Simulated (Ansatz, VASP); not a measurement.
# BiB12 in VASP and in Ansatz

The input INCAR:

```
  PREC = Accurate
  ENCUT = 520
  EDIFF = 1E-6
  ISMEAR = 0
  SIGMA = 0.1
  LREAL = F
  LASPH = T
  NELM = 100
  ALGO = Normal
  ISIF = 2
  LWAVE = F
  LCHARG = T
  GGA = PE
  LELF = T
  LVHAR = T
  NBANDS = 38
```

Contents of KPOINTS:

```
Automatic mesh
0
Gamma
  8 8 8
```

The input POSCAR:

```
BiB12
1.0
    0.0000000000      3.8034133494      3.8034133494
    3.8034133494      0.0000000000      3.8034133494
    3.8034133494      3.8034133494      0.0000000000
B Bi
12 1
Direct
    0.8377955888      0.1622044112      0.5000000000
    0.1622044112      0.8377955888      0.5000000000
    0.5000000000      0.8377955888      0.1622044112
    0.1622044112      0.5000000000      0.5000000000
    0.5000000000      0.5000000000      0.8377955888
    0.5000000000      0.5000000000      0.1622044112
    0.5000000000      0.8377955888      0.5000000000
    0.1622044112      0.5000000000      0.8377955888
    0.8377955888      0.5000000000      0.5000000000
    0.5000000000      0.1622044112      0.5000000000
    0.8377955888      0.5000000000      0.1622044112
    0.5000000000      0.1622044112      0.8377955888
    0.0000000000      0.0000000000      0.0000000000
```

Input for Ansatz:

```yaml
crystal:
  lattice:
    - [0.0, 3.8034133494, 3.8034133494]
    - [3.8034133494, 0.0, 3.8034133494]
    - [3.8034133494, 3.8034133494, 0.0]
  atoms:
    - { symbol: B, position: [0.8377955888, 0.1622044112, 0.5] }
    - { symbol: B, position: [0.1622044112, 0.8377955888, 0.5] }
    - { symbol: B, position: [0.5, 0.8377955888, 0.1622044112] }
    - { symbol: B, position: [0.1622044112, 0.5, 0.5] }
    - { symbol: B, position: [0.5, 0.5, 0.8377955888] }
    - { symbol: B, position: [0.5, 0.5, 0.1622044112] }
    - { symbol: B, position: [0.5, 0.8377955888, 0.5] }
    - { symbol: B, position: [0.1622044112, 0.5, 0.8377955888] }
    - { symbol: B, position: [0.8377955888, 0.5, 0.5] }
    - { symbol: B, position: [0.5, 0.1622044112, 0.5] }
    - { symbol: B, position: [0.8377955888, 0.5, 0.1622044112] }
    - { symbol: B, position: [0.5, 0.1622044112, 0.8377955888] }
    - { symbol: Bi, position: [0.0, 0.0, 0.0] }
basis:
  ecutwfc: 420
kpoints:
  mp_grid: { grid: [8, 8, 8] }
  band_path:
    path:
      - [[0.0, 0.0, 0.0], [0.5, 0.0, 0.5], [0.625, 0.25, 0.625]]
      - [[0.375, 0.375, 0.75], [0.0, 0.0, 0.0], [0.5, 0.5, 0.5], [0.5, 0.25, 0.75], [0.5, 0.0, 0.5]]
    npoints: 10
hamiltonian:
  xc: pbe
scf:
  occupations: { method: gaussian, width: 0.1 }
  n_extra_bands: 32
output:
  forces: true
  stress: true
  eigenvalues: true
  populations: true
  dos: { projected: true, de: 0.02, nscf_kmesh: { grid: [12, 12, 12] } }
  bader: false
  write_density: true
  write_potential: true
  elf: true
  volumetric_format: npy
```

Alike in both runs: task single point; functional PBE; k mesh 8 × 8 × 8; occupations gaussian, width 0.1 eV; no spin polarisation.

```csv
,VASP,Ansatz
version,VASP 6.6.1,Ansatz 0.2.0
potentials or method,"VASP PAW PBE potentials, release 64 (B, Bi_d), cutoff 520 eV","scalar-relativistic, plane waves, PAW"
valence electrons in the cell,51,51
```

```tsv
	VASP	Ansatz	Ansatz less VASP
gap on the k mesh at the Fermi level (eV)	none	none	-
pressure (GPa)	0.0	0.0	-0.01
```

A gap of «none» marks a metal or a gap that the smearing closes. The functional is the same, so the differences come from potentials, cutoffs and numerics.

Neither program's run includes spin-orbit coupling.
